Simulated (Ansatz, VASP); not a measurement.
**SnO in VASP and in Ansatz**

The input INCAR:

```
SYSTEM = SnO
  PREC = Accurate
  ENCUT = 520
  EDIFF = 1E-8
  ISMEAR = -1
  SIGMA = 0.01
  LREAL = .FALSE.
  LASPH = .TRUE.
  NELM = 100
  ALGO = Normal
  ISIF = 2
  LWAVE = .FALSE.
  LCHARG = .FALSE.
  GGA = PE
  LEFG = .TRUE.
  NBANDS = 28
```

File KPOINTS:

```
regular mesh
0
G
  8 8 6
  0 0 0
```

The input POSCAR:

```
SnO
1.0
    3.8020000000     -0.0570300000     -0.0570300000
   -0.0570300000      3.8020000000     -0.0570300000
   -0.0725400000     -0.0725400000      4.8360000000
Sn O
2 2
Direct
    0.0000000000      0.5000000000      0.2385000000
    0.5000000000      0.0000000000      0.7615000000
    0.0000000000      0.0000000000      0.0000000000
    0.5000000000      0.5000000000      0.0000000000
```

Input for Ansatz:

```yaml
crystal:
  lattice:
    - [3.802, -0.05703, -0.05703]
    - [-0.05703, 3.802, -0.05703]
    - [-0.07254, -0.07254, 4.836]
  atoms:
    - { symbol: Sn, position: [0.0, 0.5, 0.2385] }
    - { symbol: Sn, position: [0.5, 0.0, 0.7615] }
    - { symbol: O, position: [0.0, 0.0, 0.0] }
    - { symbol: O, position: [0.5, 0.5, 0.0] }
kpoints:
  mp_grid: { grid: [8, 8, 6] }
scf:
  occupations: { method: fermi_dirac, width: 0.01 }
hamiltonian:
  xc: pbe
  pseudopotentials: { kind: paw }
output:
  forces: true
  stress: true
  eigenvalues: true
  efg: { contact_densities: true }
```

Change from the starting cell: equal xy, yz and zx shear strains of -3 %, PAW files.

Alike in both runs: task electric field gradients; functional PBE; k mesh 8 × 8 × 6; occupations fermi-dirac, width 0.01 eV; no spin polarisation.

|  | VASP | Ansatz |
| --- | --- | --- |
| version | VASP 6.6.1 | Ansatz 0.2.0 |
| potentials or method | VASP PAW PBE potentials, release 64 (Sn_d, O) | PAW with Ansatz's default frozen-core files, scalar-relativistic |
| plane-wave cutoff (eV) | 520 | 420 |
| valence electrons in the cell | 40 | 40 |

Ansatz gave:

| Item | Value |
| --- | --- |
| pressure (GPa) | 4.5 |
| traceless stress, the component that is largest in VASP (GPa) | 2.55 |
| rms of the force components (eV/Å) | 0.204 |
| size of Vzz on the site where it differs most (V/Å²) | 179.8 |

Q: Which values does VASP return?

A: Pressure (GPa): 4.7; traceless stress, the component that is largest in VASP (GPa): 2.54; rms of the force components (eV/Å): 0.235; size of Vzz on the site where it differs most (V/Å²): 170.4.

Atom by atom the forces differ by 0.035 eV/Å (rms over components).
